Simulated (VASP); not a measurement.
A run of VASP 6.6.1:

The input POSCAR:

```
Bi2Te
1.0
   -4.1423825698      4.1423825698      3.0945182705
    4.1423825698     -4.1423825698      3.0945182705
    4.1423825698      4.1423825698     -3.0945182705
Bi Te
4 2
Direct
    0.3750000000      0.6250038910      0.7500038910
    0.8750000000      0.6249961090      0.2499961090
    0.3749961090      0.1250000000      0.7499961090
    0.3750038910      0.6250000000      0.2500038910
    0.0000000000      0.0000000000      0.0000000000
    0.7500000000      0.2500000000      0.5000000000
```

The input INCAR.step1:

```
PREC = Accurate
ENCUT = 520
ISMEAR = 0
SIGMA = 0.1
LREAL = F
LASPH = T
NELM = 80
NBANDS = 45
GGA = PE
ALGO = Normal
EDIFF = 1E-4
LWAVE = T
LCHARG = F
```

File INCAR.step2:

```
PREC = Accurate
ENCUT = 520
EDIFF = 1E-7
ISMEAR = 0
SIGMA = 0.1
LREAL = F
LASPH = T
NELM = 80
ALGO = Normal
ISIF = 2
LWAVE = F
LCHARG = T
METAGGA = R2SCAN
LMIXTAU = T
LELF = T
LVHAR = T
NBANDS = 45
ISTART = 1
```

File KPOINTS:

```
Automatic mesh
0
Gamma
  8 8 8
```

Potentials or basis: VASP PAW PBE potentials, release 64 (Bi_d, Te).

Run with:

```console
$ cat potpaw_PBE.64/Bi_d/POTCAR potpaw_PBE.64/Te/POTCAR > POTCAR
$ cp INCAR.step1 INCAR
$ mpirun -np 1 vasp_std > vasp.out
$ cp INCAR.step2 INCAR
$ mpirun -np 1 vasp_std > vasp.out
```

Hardware: 1 thread of Oxide Virtual Turin-like Processor, with other jobs on the host.

Task: How long does it take, and how much memory?

Result: It took 74 min on 1 thread of Oxide Virtual Turin-like Processor, on a shared host, peak memory 0.63 GiB. Counts: k points 59.
